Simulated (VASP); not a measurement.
Runs of VASP 6.6.1 on Be. The structure is that of space group P6_3/mmc (No. 194), or close to it. The cells are those of the table. 

```tsv
cell	gap on the mesh (eV)	pressure (GPa)
a = 2.244, b = 2.244, c = 7.138 Å, angles 90.0, 90.0, 120.0°, 4 atoms	none	5.2
a = 2.212, b = 2.212, c = 7.037 Å, angles 90.0, 90.0, 120.0°, 4 atoms	none	11.3
a = 2.362, b = 2.362, c = 7.514 Å, angles 90.0, 90.0, 120.0°, 4 atoms	none	(a)
a = 2.275, b = 2.275, c = 7.236 Å, angles 90.0, 90.0, 120.0°, 4 atoms	none	0.1
a = 2.305, b = 2.305, c = 7.331 Å, angles 90.0, 90.0, 120.0°, 4 atoms	none	(b)
```

Alike in all rows: task single point; level RPBE; potentials or basis VASP PAW PBE potentials, release 64 (Be); no spin polarisation; k mesh 18 × 18 × 5; cutoff (eV) 520; smearing fermi-dirac 0.1 eV.

Question: Fill in the values left out.

Answer: (a) -11.0; (b) -4.3.

Caveats: the PAW data sets were made with another functional, which shifts forces and pressure a little.

A gap of «none» marks levels without a gap at the run's occupations.
